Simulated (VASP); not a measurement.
Crystal: Sr.

```
Sr
1.0
     0.00000    3.04235    3.04235
     3.04235    0.00000    3.04235
     3.04235    3.04235    0.00000
Sr
1
Cartesian
  0.0000 0.0000 0.0000
```

- Program: VASP 6.6.1
- Task: relaxation of cell and atoms
- Functional: PBEsol
- Potentials or basis: VASP PAW PBE potentials, release 64 (Sr_sv)
- Cutoff: 600 eV
- k mesh: 8 × 8 × 8
- Occupations: fermi-dirac, width 0.05 eV
- Spin: no spin polarisation

At the start: pressure -0.9 GPa; volume 56.32 Å³/atom.

Q: How do energy, volume and symmetry change on relaxing?

A: Over 4 steps the energy falls by 13.0 meV/atom and the volume is 51.88 Å³/atom (-7.9 %); space group Fm-3m (No. 225, to 0.05 Å).

The path:
| step | energy change (eV) | largest force (eV/Å) | pressure (GPa) | volume (Å³) |
| --- | --- | --- | --- | --- |
| 1 | 0.0000 | 0.0000 | -0.89 | 56.32 |
| 2 | -0.0104 | 0.0000 | -0.43 | 53.81 |
| 3 | -0.0130 | 0.0000 | -0.03 | 52.03 |
| 4 | -0.0130 | 0.0000 | 0.00 | 51.88 |

Final structure:
```
CELL_PARAMETERS angstrom
0.00000 2.96031 2.96031
2.96031 0.00000 2.96031
2.96031 2.96031 0.00000
ATOMIC_POSITIONS crystal
Sr 0.00000 0.00000 0.00000
```

Caveat: the PAW data sets were made with another functional, which shifts forces and pressure a little.
